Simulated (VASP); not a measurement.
Here is a VASP 6.6.1 calculation.

INCAR

```
PREC = Accurate ; ENCUT = 520
EDIFF = 1E-6 ; ISMEAR = 0
SIGMA = 0.1 ; LREAL = F
LASPH = T ; NELM = 100
ALGO = Normal ; ISIF = 2
LWAVE = F ; LCHARG = F
GGA = PE ; NBANDS = 32
```

File KPOINTS:

```
regular mesh
0
Gamma
  8 8 8
```

POSCAR

```
HfCl4F
1.0
    0.0000000000      3.8640519596      3.8640519596
    3.8640519596      0.0000000000      3.8640519596
    3.8640519596      3.8640519596      0.0000000000
Hf Cl F
1 4 1
Direct
    0.7500000000      0.7500000000      0.7500000000
    0.6248362665      0.1250545778      0.1250545778
    0.1250545778      0.1250545778      0.1250545778
    0.1250545778      0.6248362665      0.1250545778
    0.1250545778      0.1250545778      0.6248362665
    0.5000000000      0.5000000000      0.5000000000
```

Potentials or basis: VASP PAW PBE potentials, release 64 (Hf_pv, Cl, F).

The run is started by

```bash
$ cat potpaw_PBE.64/Hf_pv/POTCAR potpaw_PBE.64/Cl/POTCAR potpaw_PBE.64/F/POTCAR > POTCAR
$ mpirun -np 1 vasp_std > vasp.out
```

What does it give for the largest force?

0.012 eV/Å.

What does it give for the pressure?

-0.4 GPa.

Forces in eV/Å, atoms in the order of the input:
```
Hf   0.000  0.000  0.000
Cl   0.007 -0.007 -0.007
Cl   0.007  0.007  0.007
Cl  -0.007  0.007 -0.007
Cl  -0.007 -0.007  0.007
F    0.000  0.000  0.000
```

Caveat: an odd number of electrons without spin polarisation forces a metal; a magnetic or distorted state may lie lower.
